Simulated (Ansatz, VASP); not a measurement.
## Two plane-wave programs on La

```
La
1.0
     3.76882    0.00000    0.00000
    -1.88441    3.26389    0.00000
     0.00000    0.00000   12.07666
La
4
Direct
  0.00000 0.00000 0.00000
  0.00000 0.00000 0.50000
  0.33333 0.66667 0.75000
  0.66667 0.33333 0.25000
```

Alike in both runs: functional PBE; k mesh 15 × 15 × 4; occupations gaussian, width 0.1 eV; no spin polarisation.

Ansatz relaxed the structure, and its values are those at the end. VASP's run is a single point on that final structure, the one shown.

```csv
,VASP,Ansatz
version,VASP 6.6.1,Ansatz 0.2.0
potentials or method,"VASP PAW PBE potentials, release 64 (La), cutoff 520 eV","scalar-relativistic, plane waves, PAW"
valence electrons in the cell,44,44
```

|  | VASP | Ansatz | Ansatz less VASP |
| --- | --- | --- | --- |
| gap on the k mesh at the Fermi level (eV) | none | none | - |
| pressure (GPa) | 0.1 | 0.0 | -0.06 |

A gap of «none» marks a metal or a gap that the smearing closes.

Neither program's run includes spin-orbit coupling.
